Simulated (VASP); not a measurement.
# CdS (Hawleyite) (I-4m2) in VASP: further runs

The runs below take CdS (Hawleyite) through single point, with PBE.

Everything below comes from runs of VASP 6.6.1. Logs are shortened: lines on timing, memory, paths and dates and some standing lists are left out, and cuts for length are marked.

## Step 1: The cell of the first run

It takes space group I-4m2 (No. 119, tetragonal). Conventional cell: a = 4.125 Å, b = 4.125 Å, c = 5.979 Å, α = 90.00°, β = 90.00°, γ = 90.00°. Cd (site symmetry -4m2) has 4 S at 2.55 Å within 3.4 Å. S (site symmetry -4m2) has 4 Cd at 2.55 Å within 3.4 Å.

## Step 2: Single point, PBE

INCAR reads:

```
SYSTEM = CdS
PREC = Accurate
ENCUT = 520
EDIFF = 1E-7
ISMEAR = -1
SIGMA = 0.02
LREAL = .FALSE.
LASPH = .TRUE.
NELM = 80
ALGO = Normal
ISIF = 2
LWAVE = .FALSE.
LCHARG = .TRUE.
GGA = PE
LELF = .TRUE.
LVHAR = .TRUE.
NBANDS = 16
```

KPOINTS reads:

```
regular mesh
0
G
  6 6 6
  0 0 0
```

POSCAR reads:

```
CdS
1.0
    0.0000000000      2.9165000000      2.9894125000
    2.9165000000      0.0000000000      2.9894125000
    2.9165000000      2.9165000000      0.0000000000
Cd S
1 1
Direct
    0.0000000000      0.0000000000      0.0000000000
    0.2500000000      0.2500000000      0.2500000000
```

Potentials or basis: VASP PAW PBE potentials, release 64 (Cd, S).

On the command line:

```sh
$ cat potpaw_PBE.64/Cd/POTCAR potpaw_PBE.64/S/POTCAR > POTCAR
$ mpirun -np 1 vasp_std > vasp.out
```

OUTCAR:

```text
SYSTEM = CdS
   PREC = Accurate
   ENCUT = 520
   EDIFF = 1E-7
   ISMEAR = -1
   LREAL = .FALSE.
   LASPH = .TRUE.
   NELM = 80
   ISIF = 2
   GGA = PE

 ion  position               nearest neighbor table
   1  0.000  0.000  0.000-   2 2.55   2 2.55   2 2.55   2 2.55
   2  0.250  0.250  0.250-   1 2.55   1 2.55   1 2.55   1 2.55

  LATTYP: Found a body centered tetragonal cell.
 ALAT       =     4.1245538547
 C/A-ratio  =     1.4495689014

  Lattice vectors:

 A1 = (  -2.9165000000,   0.0000000000,   2.9894125000)
 A2 = (   2.9165000000,   0.0000000000,   2.9894125000)
 A3 = (   0.0000000000,   2.9165000000,  -2.9894125000)

Analysis of symmetry for initial positions (statically):
=====================================================================
 Subroutine PRICEL returns:
 Original cell was already a primitive cell.

 Routine SETGRP: Setting up the symmetry group for a
 body centered tetragonal supercell.

 Subroutine GETGRP returns: Found  8 space group operations
 (whereof  8 operations were pure point group operations)
 out of a pool of 16 trial point group operations.

The static configuration has the point symmetry D_2d.

Analysis of symmetry for dynamics (positions and initial velocities):
=====================================================================
 Subroutine PRICEL returns:
 Original cell was already a primitive cell.

 Routine SETGRP: Setting up the symmetry group for a
 body centered tetragonal supercell.

 Subroutine GETGRP returns: Found  8 space group operations
 (whereof  8 operations were pure point group operations)
 out of a pool of 16 trial point group operations.

The dynamic configuration has the point symmetry D_2d.

 Subroutine INISYM returns: Found  8 space group operations
 (whereof  8 operations are pure point group operations),
 and found     1 'primitive' translations

----------------------------------------------------------------------------------------

                                     Primitive cell

  volume of cell :      50.8557

  direct lattice vectors                    reciprocal lattice vectors
     0.000000000  2.916500000  2.989412500    -0.171438368  0.171438368  0.167256944
     2.916500000  0.000000000  2.989412500     0.171438368 -0.171438368  0.167256944
     2.916500000  2.916500000  0.000000000     0.171438368  0.171438368 -0.167256944

  length of vectors
     4.176429018  4.176429018  4.124553855     0.294545605  0.294545605  0.294545605

  position of ions in fractional coordinates (direct lattice)
     0.000000000  0.000000000  0.000000000
     0.250000000  0.250000000  0.250000000

  ion indices of the primitive-cell ions
   primitive index   ion index
                 1           1
                 2           2

----------------------------------------------------------------------------------------

 KPOINTS: regular mesh

Automatic generation of k-mesh.
 Grid dimensions read from file:
 generate k-points for:    6    6    6

 Generating k-lattice:

  Cartesian coordinates                     Fractional coordinates (reciprocal lattice)
    -0.028573061  0.028573061  0.027876157     0.166666667  0.000000000  0.000000000
     0.028573061 -0.028573061  0.027876157     0.000000000  0.166666667  0.000000000
     0.028573061  0.028573061 -0.027876157    -0.000000000 -0.000000000  0.166666667

  Length of vectors
     0.049090934  0.049090934  0.049090934

  Shift w.r.t. Gamma in fractional coordinates (k-lattice)
     0.000000000  0.000000000  0.000000000

 Subroutine IBZKPT returns following result:
 ===========================================

 Found     30 irreducible k-points:

 Following reciprocal coordinates:
            Coordinates               Weight
  0.000000  0.000000  0.000000      1.000000
  0.166667  0.000000  0.000000      8.000000
  0.333333  0.000000  0.000000      8.000000
  0.500000  0.000000  0.000000      4.000000
  0.166667  0.166667  0.000000      2.000000
  0.333333  0.166667  0.000000      8.000000
[... 16 lines left out ...]
  0.333333  0.000000  0.333333      4.000000
  0.500000 -0.000000  0.333333     16.000000
 [... further k-points ...]
   k-points           NKPTS =     30   k-points in BZ     NKDIM =     30   number of bands    NBANDS=     16
   number of dos      NEDOS =    301   number of ions     NIONS =      2
   total plane-waves  NPLWV =  32768
   dimension x,y,z NGX =    32 NGY =   32 NGZ =   32
   dimension x,y,z NGXF=    64 NGYF=   64 NGZF=   64
   ions per type =               1   1
   NGX,Y,Z   is equivalent  to a cutoff of  12.74, 12.74, 12.90 a.u.
   NGXF,Y,Z  is equivalent  to a cutoff of  25.48, 25.48, 25.80 a.u.
 SYSTEM =  CdS
   PREC   = accura    normal or accurate (medium, high low for compatibility)
   ISTART =      0    job   : 0-new  1-cont  2-samecut
   ICHARG =      2    charge: 1-file 2-atom 10-const
   ISPIN  =      1    spin polarized calculation?
   LNONCOLLINEAR =      F non collinear calculations
   LSORBIT =      F    spin-orbit coupling
   LASPH  =      T    aspherical Exc in radial PAW
   ENCUT  =  520.0 eV  38.22 Ry    6.18 a.u.   7.77  7.77  7.67*2*pi/ulx,y,z
   NELM   =     80;   NELMIN=  2; NELMDL= -5     # of ELM steps
   EDIFF  = 0.1E-06   stopping-criterion for ELM
   LREAL  =      F    real-space projection
   EDIFFG = 0.1E-05   stopping-criterion for IOM
   NSW    =      0    number of steps for IOM
   IBRION =     -1    ionic relax: 0-MD 1-quasi-New 2-CG
   NFREE  =      0    steps in history (QN), initial steepest desc. (CG)
   ISIF   =      2    stress and relaxation
   ISYM   =      2    0-nonsym 1-usesym 2-fastsym
   POTIM  = 0.5000    time-step for ionic-motion
   TEBEG  =    0.0;   TEEND  =   0.0 temperature during run
   PSTRESS=    0.0 pullay stress
   NELECT =      18.0000    total number of electrons
   NUPDOWN=      -1.0000    fix difference up-down
   EMIN   =  10.00;   EMAX   =-10.00  energy-range for DOS
   EFERMI =   0.00;   METHOD = LEGACY
   ISMEAR =    -1;   SIGMA  =   0.02  broadening in eV -4-tet -1-fermi 0-gaus
   EFERMI_NEDOS =   21; number of points for ismear=-14 and -15
   IALGO  =     38    algorithm
   IMIX   =      4    mixing-type and parameters
     AMIX     =   0.40;   BMIX     =  1.00
     AMIX_MAG =   1.60;   BMIX_MAG =  1.00
  volume/ion in A,a.u.               =      25.43       171.60
  Fermi-wavevector in a.u.,A,eV,Ry     =   1.158028  2.188356 18.245806  1.341029
  Thomas-Fermi vector in A             =   2.294634
   LORBIT       =      0    0 simple, 1 ext, 2 COOP (PROOUT), +10 PAW based schemes
   GGA     = PE    functional components
[... 5 lines left out ...]
 non-spin polarized calculation
  energy-cutoff  :      520.00
  volume of cell :       50.86
 maximum number of plane-waves:      1387
   NGX = 15   NGY = 15   NGZ = 15

 number of electron      18.0000003 magnetization

 Free energy of the ion-electron system (eV)
  ---------------------------------------------------
  ext. energy  EPLUGINS =         0.00000000
  ---------------------------------------------------
  free energy    TOTEN  =        -6.13666762 eV

  energy without entropy =       -6.13666762  energy(sigma->0) =       -6.13666762

 E-fermi :   1.5848     XC(G=0):  -9.0342

 val. band max:        1.1321183598   @ k =   0.0000   0.0000   0.0000
 cond. band min:       2.1998950654   @ k =   0.0000   0.0000   0.0000
 fundamental gap:      1.0677767056
 Fermi energy:         1.5848402251

 k-point     1 :       0.0000    0.0000    0.0000
  band No.  band energies     occupation
      1     -11.1119      2.00000
      2      -6.5455      2.00000
      3      -6.5304      2.00000
      4      -6.5304      2.00000
      5      -6.0940      2.00000
      6      -6.0856      2.00000
[... 8 lines left out ...]
     15      12.4739      0.00000
     16      12.7166      0.00000

 k-point     2 :       0.1667    0.0000    0.0000
  band No.  band energies     occupation
      1     -11.0113      2.00000
      2      -6.5062      2.00000
      3      -6.4949      2.00000
      4      -6.4377      2.00000
      5      -6.0927      2.00000
      6      -6.0879      2.00000
[... 8 lines left out ...]
     15      11.8839      0.00000
     16      12.8985      0.00000

 k-point     3 :       0.3333    0.0000    0.0000
  band No.  band energies     occupation
      1     -10.8092      2.00000
      2      -6.4497      2.00000
      3      -6.4360      2.00000
      4      -6.0931      2.00000
      5      -6.0763      2.00000
      6      -6.0648      2.00000
[... 8 lines left out ...]
     15      12.1853      0.00000
     16      12.2615      0.00000

 k-point     4 :       0.5000    0.0000    0.0000
  band No.  band energies     occupation
      1     -10.7088      2.00000
      2      -6.4310      2.00000
      3      -6.4151      2.00000
      4      -6.0596      2.00000
      5      -6.0500      2.00000
      6      -5.7315      2.00000
[... 8 lines left out ...]
     15      13.5353      0.00000
     16      13.6613      0.00000

 k-point     5 :       0.1667    0.1667    0.0000
  band No.  band energies     occupation
      1     -10.9813      2.00000
      2      -6.4646      2.00000
      3      -6.4591      2.00000
      4      -6.4591      2.00000
      5      -6.1184      2.00000
      6      -6.0672      2.00000
[... 8 lines left out ...]
     15      12.8806      0.00000
     16      14.2739      0.00000

 k-point     6 :       0.3333    0.1667    0.0000
  band No.  band energies     occupation
      1     -10.8152      2.00000
      2      -6.4281      2.00000
      3      -6.3902      2.00000
      4      -6.2349      2.00000
      5      -6.0779      2.00000
      6      -6.0522      2.00000
[... 8 lines left out ...]
     15      12.9838      0.00000
     16      14.0256      0.00000
[... 267 lines left out ...]
 k-point    21 :      -0.1667    0.3333    0.1667
  band No.  band energies     occupation
      1     -10.6787      2.00000
      2      -6.3575      2.00000
      3      -6.3521      2.00000
      4      -6.1822      2.00000
      5      -6.0527      2.00000
      6      -5.7966      2.00000
[... 8 lines left out ...]
     15      14.1472      0.00000
     16      14.2672      0.00000

 k-point    22 :      -0.3333    0.5000    0.1667
  band No.  band energies     occupation
      1     -10.5907      2.00000
      2      -6.3182      2.00000
      3      -6.2798      2.00000
      4      -6.1560      2.00000
      5      -6.0535      2.00000
      6      -5.5567      2.00000
[... 8 lines left out ...]
     15      14.2374      0.00000
     16      14.3505      0.00000

 k-point    23 :       0.3333    0.0000    0.3333
  band No.  band energies     occupation
      1     -10.7094      2.00000
      2      -6.3209      2.00000
      3      -6.3154      2.00000
      4      -6.2931      2.00000
      5      -6.0306      2.00000
      6      -5.9669      2.00000
[... 8 lines left out ...]
     15      13.1051      0.00000
     16      16.4102      0.00000

 k-point    24 :       0.5000   -0.0000    0.3333
  band No.  band energies     occupation
      1     -10.6133      2.00000
      2      -6.3401      2.00000
      3      -6.2624      2.00000
      4      -6.2142      2.00000
      5      -6.0276      2.00000
      6      -5.6710      2.00000
[... 8 lines left out ...]
     15      13.7173      0.00000
     16      14.7117      0.00000

 [... further k-points ...]
[... 5 lines left out ...]
  --------------------------------------------------------------------------------------
  -------------------------------------------------------------------------------------
  Total        0.5621196      0.5621196      0.4128338      0.0000000      0.0000000      0.0000000
  in kB       17.7092227     17.7092227     13.0060683      0.0000000      0.0000000      0.0000000
  external PRESSURE =      16.1415046 kB  Pullay stress =       0.0000000 kB

 VOLUME and BASIS-vectors are now :
 -----------------------------------------------------------------------------
  energy-cutoff  :      520.00
  volume of cell :       50.86
      direct lattice vectors                 reciprocal lattice vectors
     0.000000000  2.916500000  2.989412500    -0.171438368  0.171438368  0.167256944
     2.916500000  0.000000000  2.989412500     0.171438368 -0.171438368  0.167256944
     2.916500000  2.916500000  0.000000000     0.171438368  0.171438368 -0.167256944

 POSITION                                       TOTAL-FORCE (eV/Angst)
 -----------------------------------------------------------------------------------
      0.00000      0.00000      0.00000        -0.000000     -0.000000      0.000000
      1.45825      1.45825      1.49471         0.000000      0.000000     -0.000000
 -----------------------------------------------------------------------------------
    total drift:                               -0.000000     -0.000000     -0.000000

  FREE ENERGIE OF THE ION-ELECTRON SYSTEM (eV)
  ---------------------------------------------------
  free  energy   TOTEN  =        -6.1366676216 eV

  energy  without entropy=       -6.1366676216  energy(sigma->0) =       -6.13666762
```

Run time: 53 s. Hardware: 1 thread of AMD EPYC 7R13, shared host; peak memory 0.15 GiB.

What came out:

```yaml
Free_energy: -6.1367 eV
Pressure: 1.6 GPa
Band_gap_on_the_k_mesh: 1.07 eV, direct
```

Levels at points of the mesh, in eV from the valence-band top:
```
           k point  band 6  band 7  band 8  band 9  band 10  band 11  band 12  band 13
(0.00, 0.00, 0.00)   -7.22   -0.08    0.00    0.00     1.07     6.53     6.53     6.53
(0.50, 0.00, 0.00)   -6.86   -4.28   -0.79   -0.69     2.95     6.90     7.08     7.38
(0.50, 0.50, 0.00)   -6.83   -3.96   -1.75   -1.75     3.63     4.43     8.94    10.65
(0.50, 0.00, 0.50)   -6.78   -3.82   -1.87   -1.83     3.54     4.23     9.18    10.45
```

## Step 3: Single point, PBE

This run uses another cell than the first one, of 26.05 Å³/atom, 1.024 times its volume.

INCAR reads:

```
SYSTEM = CdS
ALGO = Normal
EDIFF = 1E-6
ENCUT = 520
GGA = PE
ISIF = 2
ISMEAR = -1
LASPH = .True.
LCHARG = .False.
LREAL = .False.
LWAVE = .False.
NBANDS = 16
NELM = 100
PREC = Accurate
SIGMA = 0.02
```

KPOINTS reads:

```
k-points
0
Gamma
  6 6 6
  0 0 0
```

POSCAR reads:

```
CdS
1.0
    0.0000000000      2.9165000000      3.0623250000
    2.9165000000      0.0000000000      3.0623250000
    2.9165000000      2.9165000000      0.0000000000
Cd S
1 1
Direct
    0.0000000000      0.0000000000      0.0000000000
    0.2500000000      0.2500000000      0.2500000000
```

Potentials or basis: VASP PAW PBE potentials, release 64 (Cd, S).

On the command line:

```sh
$ cat potpaw_PBE.64/Cd/POTCAR potpaw_PBE.64/S/POTCAR > POTCAR
$ mpirun -np 1 vasp_std > vasp.out
```

OUTCAR:

```text
SYSTEM = CdS
   EDIFF = 1E-6
   ENCUT = 520
   GGA = PE
   ISIF = 2
   ISMEAR = -1
   LASPH = .True.
   LREAL = .False.
   NELM = 100
   PREC = Accurate

 ion  position               nearest neighbor table
   1  0.000  0.000  0.000-   2 2.57   2 2.57   2 2.57   2 2.57
   2  0.250  0.250  0.250-   1 2.57   1 2.57   1 2.57   1 2.57

  LATTYP: Found a body centered tetragonal cell.
 ALAT       =     4.1245538547
 C/A-ratio  =     1.4849242405

  Lattice vectors:

 A1 = (  -2.9165000000,   0.0000000000,   3.0623250000)
 A2 = (   2.9165000000,   0.0000000000,   3.0623250000)
 A3 = (   0.0000000000,   2.9165000000,  -3.0623250000)

[... 624 lines left out ...]
      6      -5.8345      2.00000
[... 8 lines left out ...]
     15      13.3645      0.00000
     16      14.4512      0.00000

 [... further k-points ...]
[... 5 lines left out ...]
  --------------------------------------------------------------------------------------
  -------------------------------------------------------------------------------------
  Total        0.1704561      0.1704561     -0.1716883      0.0000000     -0.0000000     -0.0000000
  in kB        5.2422521      5.2422521     -5.2801462      0.0000000     -0.0000000     -0.0000000
  external PRESSURE =       1.7347860 kB  Pullay stress =       0.0000000 kB

 VOLUME and BASIS-vectors are now :
 -----------------------------------------------------------------------------
  energy-cutoff  :      520.00
  volume of cell :       52.10
      direct lattice vectors                 reciprocal lattice vectors
     0.000000000  2.916500000  3.062325000    -0.171438368  0.171438368  0.163274636
     2.916500000  0.000000000  3.062325000     0.171438368 -0.171438368  0.163274636
     2.916500000  2.916500000  0.000000000     0.171438368  0.171438368 -0.163274636

 POSITION                                       TOTAL-FORCE (eV/Angst)
 -----------------------------------------------------------------------------------
      0.00000      0.00000      0.00000         0.000000      0.000000      0.000000
      1.45825      1.45825      1.53116        -0.000000     -0.000000     -0.000000
 -----------------------------------------------------------------------------------
    total drift:                               -0.000000     -0.000000     -0.000001

  FREE ENERGIE OF THE ION-ELECTRON SYSTEM (eV)
  ---------------------------------------------------
  free  energy   TOTEN  =        -6.1398222582 eV

  energy  without entropy=       -6.1398222582  energy(sigma->0) =       -6.13982226
```

OSZICAR:

```text
N       E                     dE             d eps       ncg     rms          rms(c)
DAV:   1     0.114321291634E+03    0.11432E+03   -0.89242E+03   968   0.102E+03
DAV:   2    -0.215462392686E+01   -0.11648E+03   -0.10982E+03  1144   0.257E+02
DAV:   3    -0.666887234566E+01   -0.45142E+01   -0.45055E+01  1248   0.529E+01
DAV:   4    -0.669602644508E+01   -0.27154E-01   -0.27152E-01  1192   0.406E+00
DAV:   5    -0.669640429407E+01   -0.37785E-03   -0.37784E-03  1256   0.456E-01    0.729E+00
DAV:   6    -0.615743682591E+01    0.53897E+00   -0.87155E-01  1400   0.112E+01    0.597E+00
DAV:   7    -0.613944035933E+01    0.17996E-01   -0.18534E-01  1144   0.294E+00    0.299E+00
DAV:   8    -0.613963959297E+01   -0.19923E-03   -0.16420E-02  1168   0.158E+00    0.272E-01
DAV:   9    -0.613959031430E+01    0.49279E-04   -0.18417E-03  1176   0.603E-01    0.626E-02
DAV:  10    -0.613974175113E+01   -0.15144E-03   -0.24356E-04  1176   0.143E-01    0.729E-02
DAV:  11    -0.613982894793E+01   -0.87197E-04   -0.14296E-04  1168   0.895E-02    0.272E-02
DAV:  12    -0.613982127953E+01    0.76684E-05   -0.21932E-05  1200   0.575E-02    0.901E-03
DAV:  13    -0.613982225825E+01   -0.97872E-06   -0.28187E-06  1192   0.100E-02
   1 F= -.61398223E+01 E0= -.61398223E+01  d E =-.666937E-12
```

Wall time 47 s (1 thread of AMD EPYC 7R13, shared host); peak memory 0.15 GiB.

What came out:

| Quantity | Value |
| --- | --- |
| Free energy | -6.1398 eV |
| Pressure | 0.2 GPa |
| Band gap on the k mesh | 0.98 eV, direct |
